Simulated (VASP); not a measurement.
# HfTiSe (P-6m2) in VASP: single point with PBE

Aim: the single point of HfTiSe with PBE.

All numbers are computed with VASP 6.6.1; they aren't measurements. Logs are shortened: lines on timing, memory, paths and dates and some standing lists are left out, and cuts for length are marked.

### Step 1. The cell of the first run

Symmetry: P-6m2, No. 187, hexagonal system. Conventional cell: a = 4.577 Å, b = 4.577 Å, c = 3.286 Å, α = 90.00°, β = 90.00°, γ = 120.00°. Hf (site symmetry -6m2) has 3 Se at 2.64 Å and 6 Ti at 3.11 Å and 2 Hf at 3.29 Å within 3.5 Å. Ti (site symmetry -6m2) has 6 Hf at 3.11 Å and 6 Se at 3.11 Å and 2 Ti at 3.29 Å within 4.1 Å. Se (site symmetry -6m2) has 3 Hf at 2.64 Å and 6 Ti at 3.11 Å and 2 Se at 3.29 Å within 3.5 Å.

### Step 2. Single point, PBE, collinear spin, ferromagnetic start

File INCAR:

```
SYSTEM = HfTiSe
ALGO     = Normal         ! electronic algorithm
EDIFF    = 1E-6           ! SCF threshold, eV
ENCUT    = 520            ! plane-wave cutoff, eV
GGA      = PE             ! functional
ISIF     = 2              ! what is computed and relaxed
ISMEAR   = 0              ! smearing method
ISPIN    = 2              ! spin polarisation
LASPH    = .TRUE.         ! aspherical terms in the spheres
LCHARG   = .TRUE.         ! write CHGCAR
LELF     = .TRUE.         ! ELF
LMAXMIX  = 4              ! l up to which the mixer works
LORBIT   = 11             ! projections on sites
LREAL    = .FALSE.        ! projectors in reciprocal space
LVHAR    = .TRUE.       
LWAVE    = .FALSE.        ! write WAVECAR
MAGMOM   = 0 1 0          ! initial moments
NBANDS   = 25             ! bands
NELM     = 150            ! most SCF steps
PREC     = Accurate       ! precision mode
SIGMA    = 0.1            ! smearing width, eV
```

File KPOINTS:

```
k-points
0
G
  6 6 6
  0 0 0
```

File POSCAR:

```
HfTiSe
1.0
    4.5772948500      0.0000000000      0.0000000000
   -2.2886474300      3.9640536200      0.0000000000
    0.0000000000      0.0000000000      3.2855770200
Hf Ti Se
1 1 1
Direct
    0.6666666700      0.3333333300      0.0000000000
    0.0000000000      0.0000000000      0.5000000000
    0.3333333300      0.6666666700      0.0000000000
```

Potentials or basis: VASP PAW PBE potentials, release 64 (Hf_pv, Ti_sv, Se).

The run is started by

```console
> cat potpaw_PBE.64/Hf_pv/POTCAR potpaw_PBE.64/Ti_sv/POTCAR potpaw_PBE.64/Se/POTCAR > POTCAR
> mpirun -np 1 vasp_std > vasp.out
```

OUTCAR:

```text
SYSTEM = HfTiSe
   EDIFF = 1E-6
   ENCUT = 520
   GGA = PE
   ISIF = 2
   ISMEAR = 0
   ISPIN = 2
   LASPH = .TRUE.
   LORBIT = 11
   LREAL = .FALSE.
   NELM = 150
   PREC = Accurate

 ion  position               nearest neighbor table
   1  0.667  0.333  0.000-   3 2.64   3 2.64   3 2.64   2 3.11   2 3.11   2 3.11   2 3.11   2 3.11
                             2 3.11
   2  0.000  0.000  0.500-   1 3.11   1 3.11   1 3.11   1 3.11   1 3.11   1 3.11
   3  0.333  0.667  0.000-   1 2.64   1 2.64   1 2.64

  LATTYP: Found a hexagonal cell.
 ALAT       =     4.5772948500
 C/A-ratio  =     0.7177988589

  Lattice vectors:

 A1 = (   4.5772948500,   0.0000000000,   0.0000000000)
 A2 = (  -2.2886474300,   3.9640536200,   0.0000000000)
 A3 = (   0.0000000000,   0.0000000000,   3.2855770200)

Analysis of symmetry for initial positions (statically):
=====================================================================
 Subroutine PRICEL returns:
 Original cell was already a primitive cell.

 Routine SETGRP: Setting up the symmetry group for a
 hexagonal supercell.

 Subroutine GETGRP returns: Found 12 space group operations
 (whereof 12 operations were pure point group operations)
 out of a pool of 24 trial point group operations.

The static configuration has the point symmetry D_3h.

Analysis of symmetry for dynamics (positions and initial velocities):
=====================================================================
 Subroutine PRICEL returns:
 Original cell was already a primitive cell.

 Routine SETGRP: Setting up the symmetry group for a
 hexagonal supercell.

 Subroutine GETGRP returns: Found 12 space group operations
 (whereof 12 operations were pure point group operations)
 out of a pool of 24 trial point group operations.

The dynamic configuration has the point symmetry D_3h.

Analysis of structural, dynamic, and magnetic symmetry:
=====================================================================
 Subroutine PRICEL returns:
 Original cell was already a primitive cell.

 Routine SETGRP: Setting up the symmetry group for a
 hexagonal supercell.

 Subroutine GETGRP returns: Found 12 space group operations
 (whereof 12 operations were pure point group operations)
 out of a pool of 24 trial point group operations.

The overall configuration has the point symmetry D_3h.

 Subroutine INISYM returns: Found 12 space group operations
 (whereof 12 operations are pure point group operations),
 and found     1 'primitive' translations

----------------------------------------------------------------------------------------

                                     Primitive cell

  volume of cell :      59.6156

  direct lattice vectors                    reciprocal lattice vectors
     4.577294850  0.000000000  0.000000000     0.218469649  0.126133511  0.000000000
    -2.288647430  3.964053620  0.000000000     0.000000000  0.252267022  0.000000000
     0.000000000  0.000000000  3.285577020     0.000000000  0.000000000  0.304360541

  length of vectors
     4.577294850  4.577294852  3.285577020     0.252267022  0.252267022  0.304360541

  position of ions in fractional coordinates (direct lattice)
     0.666666670  0.333333330  0.000000000
     0.000000000  0.000000000  0.500000000
     0.333333330  0.666666670  0.000000000

  ion indices of the primitive-cell ions
   primitive index   ion index
                 1           1
                 2           2
                 3           3

----------------------------------------------------------------------------------------

 KPOINTS: k-points

Automatic generation of k-mesh.
 Grid dimensions read from file:
 generate k-points for:    6    6    6

 Generating k-lattice:

  Cartesian coordinates                     Fractional coordinates (reciprocal lattice)
     0.036411608  0.021022252  0.000000000     0.166666667  0.000000000  0.000000000
     0.000000000  0.042044504  0.000000000     0.000000000  0.166666667  0.000000000
     0.000000000  0.000000000  0.050726757     0.000000000  0.000000000  0.166666667

  Length of vectors
     0.042044504  0.042044504  0.050726757

  Shift w.r.t. Gamma in fractional coordinates (k-lattice)
     0.000000000  0.000000000  0.000000000

 Subroutine IBZKPT returns following result:
 ===========================================

 Found     28 irreducible k-points:

 Following reciprocal coordinates:
            Coordinates               Weight
  0.000000  0.000000  0.000000      1.000000
  0.166667  0.000000  0.000000      6.000000
  0.333333 -0.000000  0.000000      6.000000
  0.500000 -0.000000  0.000000      3.000000
  0.166667  0.166667  0.000000      6.000000
  0.333333  0.166667  0.000000     12.000000
[... 16 lines left out ...]
  0.166667  0.000000  0.500000      6.000000
  0.333333 -0.000000  0.500000      6.000000
 [... further k-points ...]
   k-points           NKPTS =     28   k-points in BZ     NKDIM =     28   number of bands    NBANDS=     25
   number of dos      NEDOS =    301   number of ions     NIONS =      3
   total plane-waves  NPLWV =  31104
   dimension x,y,z NGX =    36 NGY =   36 NGZ =   24
   dimension x,y,z NGXF=    72 NGYF=   72 NGZF=   48
   ions per type =               1   1   1
   NGX,Y,Z   is equivalent  to a cutoff of  13.08, 13.08, 12.14 a.u.
   NGXF,Y,Z  is equivalent  to a cutoff of  26.15, 26.15, 24.29 a.u.
 SYSTEM =  HfTiSe
   PREC   = accura    normal or accurate (medium, high low for compatibility)
   ISTART =      0    job   : 0-new  1-cont  2-samecut
   ICHARG =      2    charge: 1-file 2-atom 10-const
   ISPIN  =      2    spin polarized calculation?
   LNONCOLLINEAR =      F non collinear calculations
   LSORBIT =      F    spin-orbit coupling
   LASPH  =      T    aspherical Exc in radial PAW
   ENCUT  =  520.0 eV  38.22 Ry    6.18 a.u.   8.51  8.51  6.11*2*pi/ulx,y,z
   NELM   =    150;   NELMIN=  2; NELMDL= -5     # of ELM steps
   EDIFF  = 0.1E-05   stopping-criterion for ELM
   LREAL  =      F    real-space projection
   EDIFFG = 0.1E-04   stopping-criterion for IOM
   NSW    =      0    number of steps for IOM
   IBRION =     -1    ionic relax: 0-MD 1-quasi-New 2-CG
   NFREE  =      0    steps in history (QN), initial steepest desc. (CG)
   ISIF   =      2    stress and relaxation
   ISYM   =      2    0-nonsym 1-usesym 2-fastsym
   POTIM  = 0.5000    time-step for ionic-motion
   TEBEG  =    0.0;   TEEND  =   0.0 temperature during run
   PSTRESS=    0.0 pullay stress
   NELECT =      28.0000    total number of electrons
   NUPDOWN=      -1.0000    fix difference up-down
   EMIN   =  10.00;   EMAX   =-10.00  energy-range for DOS
   EFERMI =   0.00;   METHOD = LEGACY
   ISMEAR =     0;   SIGMA  =   0.10  broadening in eV -4-tet -1-fermi 0-gaus
   EFERMI_NEDOS =   21; number of points for ismear=-14 and -15
   IALGO  =     38    algorithm
   IMIX   =      4    mixing-type and parameters
     AMIX     =   0.40;   BMIX     =  1.00
     AMIX_MAG =   1.60;   BMIX_MAG =  1.00
  volume/ion in A,a.u.               =      19.87       134.10
  Fermi-wavevector in a.u.,A,eV,Ry     =   1.272548  2.404767 22.032979  1.619378
  Thomas-Fermi vector in A             =   2.405420
   LORBIT       =     11    0 simple, 1 ext, 2 COOP (PROOUT), +10 PAW based schemes
   GGA     = PE    functional components
   LHFCALC =     F    Hartree Fock is set to
   AEXX    =    0.0000 exact exchange contribution
   IVDW    =     0    specifies the selected vdW correction
   LEPSILON=     F    determine dielectric tensor
   LRPA    =     F    only Hartree local field effects (RPA)
 spin polarized calculation
 Gauss-broadening in eV      SIGMA  =   0.10
  energy-cutoff  :      520.00
  volume of cell :       59.62
 maximum number of plane-waves:      1626
 NGX is ok and might be reduce to    36
   NGX = 17   NGY = 17   NGZ = 13

 number of electron      28.0000007 magnetization      -0.0274650

 number of electron      28.0000007 magnetization       0.0005735

 Free energy of the ion-electron system (eV)
  ---------------------------------------------------
  ext. energy  EPLUGINS =         0.00000000
  ---------------------------------------------------
  free energy    TOTEN  =       -21.46066464 eV

  energy without entropy =      -21.43624903  energy(sigma->0) =      -21.44845683

 E-fermi :   6.5349     XC(G=0): -11.0881

 val. band max:        6.5340526955   @ k =   0.5000  -0.0000   0.1667
 cond. band min:       6.5443142483   @ k =   0.3333   0.1667   0.1667
 fundamental gap:      0.0102615527
 Fermi energy:         6.5349142439

 spin component 1

 k-point     1 :       0.0000    0.0000    0.0000
  band No.  band energies     occupation
      1     -50.7240      1.00000
      2     -26.9760      1.00000
      3     -26.9760      1.00000
      4     -26.9455      1.00000
      5     -23.9831      1.00000
      6     -23.9831      1.00000
[... 17 lines left out ...]
     24      13.5367      0.00000
     25      13.5367      0.00000
[... 621 lines left out ...]
      3     -26.9667      1.00000
      4     -26.9604      1.00000
      5     -23.9712      1.00000
      6     -23.9630      1.00000
[... 17 lines left out ...]
     24      13.9987      0.00000
     25      14.6279      0.00000

 [... further k-points ...]

 spin component 2

 k-point     1 :       0.0000    0.0000    0.0000
  band No.  band energies     occupation
      1     -50.7234      1.00000
      2     -26.9753      1.00000
      3     -26.9753      1.00000
      4     -26.9451      1.00000
      5     -23.9831      1.00000
      6     -23.9831      1.00000
[... 17 lines left out ...]
     24      13.5367      0.00000
     25      13.5367      0.00000
[... 621 lines left out ...]
      3     -26.9660      1.00000
      4     -26.9597      1.00000
      5     -23.9713      1.00000
      6     -23.9631      1.00000
[... 17 lines left out ...]
     24      13.9989      0.00000
     25      14.6282      0.00000

 [... further k-points ...]
[... 5 lines left out ...]
  --------------------------------------------------------------------------------------
  -------------------------------------------------------------------------------------
  Total        0.1086106      0.1086106     -0.0666249     -0.0000000      0.0000000      0.0000000
  in kB        2.9189226      2.9189226     -1.7905521     -0.0000000      0.0000000      0.0000000
  external PRESSURE =       1.3490977 kB  Pullay stress =       0.0000000 kB

 VOLUME and BASIS-vectors are now :
 -----------------------------------------------------------------------------
  energy-cutoff  :      520.00
  volume of cell :       59.62
      direct lattice vectors                 reciprocal lattice vectors
     4.577294850  0.000000000  0.000000000     0.218469649  0.126133511  0.000000000
    -2.288647430  3.964053620  0.000000000     0.000000000  0.252267022  0.000000000
     0.000000000  0.000000000  3.285577020     0.000000000  0.000000000  0.304360541

 POSITION                                       TOTAL-FORCE (eV/Angst)
 -----------------------------------------------------------------------------------
      2.28865      1.32135      0.00000        -0.000000      0.000000      0.000000
      0.00000      0.00000      1.64279         0.000000     -0.000000      0.000000
     -0.00000      2.64270      0.00000         0.000000      0.000000      0.000000
 -----------------------------------------------------------------------------------
    total drift:                               -0.000001      0.000001     -0.000000

  FREE ENERGIE OF THE ION-ELECTRON SYSTEM (eV)
  ---------------------------------------------------
  free  energy   TOTEN  =       -21.4606646409 eV

  energy  without entropy=      -21.4362490273  energy(sigma->0) =      -21.44845683

 total charge

# of ion       s       p       d       tot
------------------------------------------
    1        0.356   6.392   1.666   8.413
    2        2.196   6.052   1.872  10.120
    3        1.466   2.322   0.088   3.876
--------------------------------------------------
tot          4.017  14.766   3.625  22.409

 magnetization (x)

# of ion       s       p       d       tot
------------------------------------------
    1       -0.000   0.000   0.000   0.000
    2        0.000   0.000   0.001   0.001
    3        0.000  -0.000  -0.000  -0.000
--------------------------------------------------
tot          0.000   0.000   0.001   0.001
```

Wall time 86 s (1 thread of Intel Xeon Platinum 8259CL at 2.50GHz (Skylake/Cascade Lake), shared host); peak memory 0.25 GiB.

Results:

```yaml
Free_energy: -21.4607 eV
Pressure: 0.1 GPa
Band_gap_on_the_k_mesh: zero (filled and empty bands overlap)
Net_moment: 0.00 μB per cell
Valence_electrons_inside_the_program's_atomic_spheres: Hf 8.41; Ti 10.12; Se 3.88
```

Caveat: spin-orbit coupling is left out, which moves the levels of the heavy elements.
